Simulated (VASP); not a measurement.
# TiB4Mo (P6/mmm) in VASP: single point with LDA

Aim: the single point of TiB4Mo with LDA.

Everything below comes from runs of VASP 6.6.1. Logs are shortened: lines on timing, memory, paths and dates and some standing lists are left out, and cuts for length are marked.

**1. The cell of the first run**

It takes space group P6/mmm (No. 191, hexagonal). Conventional cell: a = 3.053 Å, b = 3.053 Å, c = 6.451 Å, α = 90.00°, β = 90.00°, γ = 120.00°. Ti (site symmetry 6/mmm) has 12 B at 2.36 Å and 6 Ti at 3.05 Å within 3.1 Å. Within 2.3 Å of B (site symmetry 3m) lie 3 B at 1.76 Å. Mo (site symmetry 6/mmm) has 12 B at 2.42 Å and 6 Mo at 3.05 Å within 3.2 Å.

**2. Single point, LDA**

INCAR reads:

```
ALGO     = Normal         # electronic algorithm
EDIFF    = 1E-6           # SCF threshold, eV
ENCUT    = 520            # plane-wave cutoff, eV
GGA      = CA             # functional
ISIF     = 2              # what is computed and relaxed
ISMEAR   = -1             # smearing method
LASPH    = True           # aspherical terms in the spheres
LCHARG   = False          # write CHGCAR
LREAL    = False          # projectors in reciprocal space
LWAVE    = False          # write WAVECAR
NBANDS   = 28             # bands
NELM     = 100            # most SCF steps
PREC     = Accurate       # precision mode
SIGMA    = 0.1            # smearing width, eV
```

KPOINTS reads:

```
k-points
0
Gamma
  9 9 4
```

POSCAR reads:

```
TiB4Mo
1.0
    3.0531440000      0.0000000000      0.0000000000
   -1.5265720000      2.6441000000      0.0000000000
    0.0000000000      0.0000000000      6.4505920000
Ti B Mo
1 4 1
Direct
    0.0000000000      0.0000000000      0.5000000000
    0.3333333333      0.6666666667      0.7438020000
    0.3333333333      0.6666666667      0.2561980000
    0.6666666667      0.3333333333      0.7438020000
    0.6666666667      0.3333333333      0.2561980000
    0.0000000000      0.0000000000      0.0000000000
```

Potentials or basis: VASP PAW LDA potentials, release 64 (Ti_sv, B, Mo_sv).

Run with:

```bash
$ cat potpaw_LDA.64/Ti_sv/POTCAR potpaw_LDA.64/B/POTCAR potpaw_LDA.64/Mo_sv/POTCAR > POTCAR
$ mpirun -np 1 vasp_std > vasp.out
```

OUTCAR:

```text
EDIFF = 1E-6
   ENCUT = 520
   GGA = CA
   ISIF = 2
   ISMEAR = -1
   LASPH = True
   LREAL = False
   NELM = 100
   PREC = Accurate

 ion  position               nearest neighbor table
   1  0.000  0.000  0.500-   2 2.36   3 2.36   4 2.36   5 2.36   4 2.36   5 2.36   2 2.36   3 2.36
                             4 2.36   5 2.36   2 2.36   3 2.36
   2  0.333  0.667  0.744-   4 1.76   4 1.76   4 1.76   1 2.36   1 2.36   1 2.36   6 2.42   6 2.42
                             6 2.42
   3  0.333  0.667  0.256-   5 1.76   5 1.76   5 1.76   1 2.36   1 2.36   1 2.36   6 2.42   6 2.42
                             6 2.42
   4  0.667  0.333  0.744-   2 1.76   2 1.76   2 1.76   1 2.36   1 2.36   1 2.36   6 2.42   6 2.42
                             6 2.42
   5  0.667  0.333  0.256-   3 1.76   3 1.76   3 1.76   1 2.36   1 2.36   1 2.36   6 2.42   6 2.42
                             6 2.42
   6  0.000  0.000  0.000-   2 2.42   3 2.42   4 2.42   5 2.42   4 2.42   5 2.42   2 2.42   3 2.42
                             4 2.42   5 2.42   2 2.42   3 2.42

  LATTYP: Found a hexagonal cell.
 ALAT       =     3.0531440000
 C/A-ratio  =     2.1127703115

  Lattice vectors:

 A1 = (   3.0531440000,   0.0000000000,   0.0000000000)
 A2 = (  -1.5265720000,   2.6441000000,   0.0000000000)
 A3 = (   0.0000000000,   0.0000000000,   6.4505920000)

Analysis of symmetry for initial positions (statically):
=====================================================================
 Subroutine PRICEL returns:
 Original cell was already a primitive cell.

 Routine SETGRP: Setting up the symmetry group for a
 hexagonal supercell.

 Subroutine GETGRP returns: Found 24 space group operations
 (whereof 24 operations were pure point group operations)
 out of a pool of 24 trial point group operations.

The static configuration has the point symmetry D_6h.

Analysis of symmetry for dynamics (positions and initial velocities):
=====================================================================
 Subroutine PRICEL returns:
 Original cell was already a primitive cell.

 Routine SETGRP: Setting up the symmetry group for a
 hexagonal supercell.

 Subroutine GETGRP returns: Found 24 space group operations
 (whereof 24 operations were pure point group operations)
 out of a pool of 24 trial point group operations.

The dynamic configuration has the point symmetry D_6h.

 Subroutine INISYM returns: Found 24 space group operations
 (whereof 24 operations are pure point group operations),
 and found     1 'primitive' translations

----------------------------------------------------------------------------------------

                                     Primitive cell

  volume of cell :      52.0745

  direct lattice vectors                    reciprocal lattice vectors
     3.053144000  0.000000000  0.000000000     0.327531227  0.189100261  0.000000000
    -1.526572000  2.644100000  0.000000000     0.000000000  0.378200522  0.000000000
     0.000000000  0.000000000  6.450592000     0.000000000  0.000000000  0.155024531

  length of vectors
     3.053144000  3.053143770  6.450592000     0.378200493  0.378200522  0.155024531

  position of ions in fractional coordinates (direct lattice)
     0.000000000  0.000000000  0.500000000
     0.333333333  0.666666667  0.743802000
     0.333333333  0.666666667  0.256198000
     0.666666667  0.333333333  0.743802000
     0.666666667  0.333333333  0.256198000
     0.000000000  0.000000000  0.000000000

  ion indices of the primitive-cell ions
   primitive index   ion index
                 1           1
                 2           2
                 3           3
                 4           4
                 5           5
                 6           6

----------------------------------------------------------------------------------------

 KPOINTS: k-points

Automatic generation of k-mesh.
 Grid dimensions read from file:
 generate k-points for:    9    9    4

 Generating k-lattice:

  Cartesian coordinates                     Fractional coordinates (reciprocal lattice)
     0.036392359  0.021011140  0.000000000     0.111111111  0.000000000  0.000000000
     0.000000000  0.042022280  0.000000000     0.000000000  0.111111111  0.000000000
     0.000000000  0.000000000  0.038756133     0.000000000  0.000000000  0.250000000

  Length of vectors
     0.042022277  0.042022280  0.038756133

  Shift w.r.t. Gamma in fractional coordinates (k-lattice)
     0.000000000  0.000000000  0.000000000

 Subroutine IBZKPT returns following result:
 ===========================================

 Found     36 irreducible k-points:

 Following reciprocal coordinates:
            Coordinates               Weight
  0.000000  0.000000  0.000000      1.000000
  0.111111  0.000000  0.000000      6.000000
  0.222222  0.000000  0.000000      6.000000
  0.333333  0.000000  0.000000      6.000000
  0.444444  0.000000  0.000000      6.000000
  0.111111  0.111111  0.000000      6.000000
[... 16 lines left out ...]
  0.333333  0.222222  0.250000     24.000000
  0.333333  0.333333  0.250000      4.000000
 [... further k-points ...]
   k-points           NKPTS =     36   k-points in BZ     NKDIM =     36   number of bands    NBANDS=     28
   number of dos      NEDOS =    301   number of ions     NIONS =      6
   total plane-waves  NPLWV =  27648
   dimension x,y,z NGX =    24 NGY =   24 NGZ =   48
   dimension x,y,z NGXF=    48 NGYF=   48 NGZF=   96
   ions per type =               1   4   1
   NGX,Y,Z   is equivalent  to a cutoff of  13.07, 13.07, 12.37 a.u.
   NGXF,Y,Z  is equivalent  to a cutoff of  26.14, 26.14, 24.74 a.u.
 SYSTEM =  unknown system
   PREC   = accura    normal or accurate (medium, high low for compatibility)
   ISTART =      0    job   : 0-new  1-cont  2-samecut
   ICHARG =      2    charge: 1-file 2-atom 10-const
   ISPIN  =      1    spin polarized calculation?
   LNONCOLLINEAR =      F non collinear calculations
   LSORBIT =      F    spin-orbit coupling
   LASPH  =      T    aspherical Exc in radial PAW
   ENCUT  =  520.0 eV  38.22 Ry    6.18 a.u.   5.68  5.68 11.99*2*pi/ulx,y,z
   NELM   =    100;   NELMIN=  2; NELMDL= -5     # of ELM steps
   EDIFF  = 0.1E-05   stopping-criterion for ELM
   LREAL  =      F    real-space projection
[... 7 lines left out ...]
   TEBEG  =    0.0;   TEEND  =   0.0 temperature during run
   PSTRESS=    0.0 pullay stress
   NELECT =      38.0000    total number of electrons
   NUPDOWN=      -1.0000    fix difference up-down
   EMIN   =  10.00;   EMAX   =-10.00  energy-range for DOS
   EFERMI =   0.00;   METHOD = LEGACY
   ISMEAR =    -1;   SIGMA  =   0.10  broadening in eV -4-tet -1-fermi 0-gaus
   EFERMI_NEDOS =   21; number of points for ismear=-14 and -15
   IALGO  =     38    algorithm
   IMIX   =      4    mixing-type and parameters
     AMIX     =   0.40;   BMIX     =  1.00
     AMIX_MAG =   1.60;   BMIX_MAG =  1.00
  volume/ion in A,a.u.               =       8.68        58.57
  Fermi-wavevector in a.u.,A,eV,Ry     =   1.473877  2.785223 29.556101  2.172312
  Thomas-Fermi vector in A             =   2.588716
   LORBIT       =      0    0 simple, 1 ext, 2 COOP (PROOUT), +10 PAW based schemes
   GGA     = CA    functional components
   LHFCALC =     F    Hartree Fock is set to
   AEXX    =    0.0000 exact exchange contribution
   IVDW    =     0    specifies the selected vdW correction
   LEPSILON=     F    determine dielectric tensor
   LRPA    =     F    only Hartree local field effects (RPA)
 non-spin polarized calculation
  energy-cutoff  :      520.00
  volume of cell :       52.07
 maximum number of plane-waves:      1416
 NGX is ok and might be reduce to    24
   NGX = 11   NGY = 11   NGZ = 23

 number of electron      37.9999999 magnetization

 Free energy of the ion-electron system (eV)
  ---------------------------------------------------
  ext. energy  EPLUGINS =         0.00000000
  ---------------------------------------------------
  free energy    TOTEN  =       -55.05850874 eV

  energy without entropy =      -54.98504565  energy(sigma->0) =      -55.02177719

 E-fermi :  11.3914     XC(G=0): -13.2357

 val. band max:       11.3687032504   @ k =   0.4444   0.1111   0.2500
 cond. band min:      11.3921371779   @ k =   0.0000   0.0000   0.5000
 fundamental gap:      0.0234339275
 Fermi energy:        11.3914203268

 k-point     1 :       0.0000    0.0000    0.0000
  band No.  band energies     occupation
      1     -50.1784      2.00000
      2     -45.1232      2.00000
      3     -24.6521      2.00000
      4     -24.1907      2.00000
      5     -24.1907      2.00000
      6     -22.0215      2.00000
[... 20 lines left out ...]
     27      16.1918      0.00000
     28      16.1918      0.00000

 k-point     2 :       0.1111    0.0000    0.0000
  band No.  band energies     occupation
      1     -50.1709      2.00000
      2     -45.1169      2.00000
      3     -24.6398      2.00000
      4     -24.2569      2.00000
      5     -24.2059      2.00000
      6     -22.0121      2.00000
[... 20 lines left out ...]
     27      16.9405      0.00000
     28      17.1392      0.00000

 k-point     3 :       0.2222    0.0000    0.0000
  band No.  band energies     occupation
      1     -50.1517      2.00000
      2     -45.1011      2.00000
      3     -24.6087      2.00000
      4     -24.4219      2.00000
      5     -24.2441      2.00000
      6     -21.9883      2.00000
[... 20 lines left out ...]
     27      17.6670      0.00000
     28      17.9383      0.00000

 k-point     4 :       0.3333    0.0000    0.0000
  band No.  band energies     occupation
      1     -50.1299      2.00000
      2     -45.0831      2.00000
      3     -24.6051      2.00000
      4     -24.5731      2.00000
      5     -24.2873      2.00000
      6     -21.9612      2.00000
[... 578 lines left out ...]
     27      16.9172      0.00000
     28      17.3926      0.00000

 k-point    23 :       0.3333    0.2222    0.2500
  band No.  band energies     occupation
      1     -50.1093      2.00000
      2     -45.0661      2.00000
      3     -24.6547      2.00000
      4     -24.5377      2.00000
      5     -24.4521      2.00000
      6     -21.9384      2.00000
[... 20 lines left out ...]
     27      16.6013      0.00000
     28      17.5481      0.00000

 k-point    24 :       0.3333    0.3333    0.2500
  band No.  band energies     occupation
      1     -50.1055      2.00000
      2     -45.0630      2.00000
      3     -24.5736      2.00000
      4     -24.5736      2.00000
      5     -24.5315      2.00000
      6     -21.9336      2.00000
[... 20 lines left out ...]
     27      17.6039      0.00000
     28      17.6099      0.00000

 [... further k-points ...]

------------------------ aborting loop because EDIFF is reached ----------------------------------------

  FORCE on cell =-STRESS in cart. coord.  units (eV):
  Direction    XX          YY          ZZ          XY          YZ          ZX
  --------------------------------------------------------------------------------------
  -------------------------------------------------------------------------------------
  Total       -3.8554140     -3.8554132     -4.0868241      0.0000000     -0.0000000     -0.0000000
  in kB     -118.6197110   -118.6196872   -125.7395167      0.0000000     -0.0000000     -0.0000000
  external PRESSURE =    -120.9929717 kB  Pullay stress =       0.0000000 kB

 VOLUME and BASIS-vectors are now :
 -----------------------------------------------------------------------------
  energy-cutoff  :      520.00
  volume of cell :       52.07
      direct lattice vectors                 reciprocal lattice vectors
     3.053144000  0.000000000  0.000000000     0.327531227  0.189100261  0.000000000
    -1.526572000  2.644100000  0.000000000     0.000000000  0.378200522  0.000000000
     0.000000000  0.000000000  6.450592000     0.000000000  0.000000000  0.155024531

 POSITION                                       TOTAL-FORCE (eV/Angst)
 -----------------------------------------------------------------------------------
      0.00000      0.00000      3.22530         0.000000      0.000000     -0.000000
     -0.00000      1.76273      4.79796         0.000000     -0.000000      0.030552
     -0.00000      1.76273      1.65263        -0.000000     -0.000000     -0.030552
      1.52657      0.88137      4.79796        -0.000000      0.000000      0.030552
      1.52657      0.88137      1.65263         0.000000      0.000000     -0.030552
      0.00000      0.00000      0.00000         0.000000      0.000000     -0.000000
 -----------------------------------------------------------------------------------
    total drift:                               -0.000000      0.000000      0.000000

  FREE ENERGIE OF THE ION-ELECTRON SYSTEM (eV)
  ---------------------------------------------------
  free  energy   TOTEN  =       -55.0585087363 eV

  energy  without entropy=      -54.9850456468  energy(sigma->0) =      -55.02177719
```

Run time: 40 s. Hardware: 1 thread of Intel Xeon 6975P-C (Granite Rapids), shared host; peak memory 0.18 GiB.

Results:

* Free energy: -55.0585 eV
* Pressure: -12.1 GPa
* Largest force: 0.031 eV/Å
* Band gap on the k mesh: zero (band 19 reaches 12.06 eV, above the bottom of band 20 at 10.45 eV)

Forces in eV/Å, atoms in the order of the input:
```
Ti   0.000  0.000  0.000
B    0.000  0.000  0.031
B    0.000  0.000 -0.031
B    0.000  0.000  0.031
B    0.000  0.000 -0.031
Mo   0.000  0.000  0.000
```

Levels at points of the mesh, in eV from the Fermi level:
```tsv
k point	band 16	band 17	band 18	band 19	band 20	band 21	band 22	band 23
(0.00, 0.00, 0.00)	-1.80	-1.80	-1.47	-1.47	-0.94	-0.94	0.81	1.01
(0.00, 0.00, 0.50)	-2.78	-1.51	-1.40	-1.40	-0.06	0.00	0.00	1.02
```
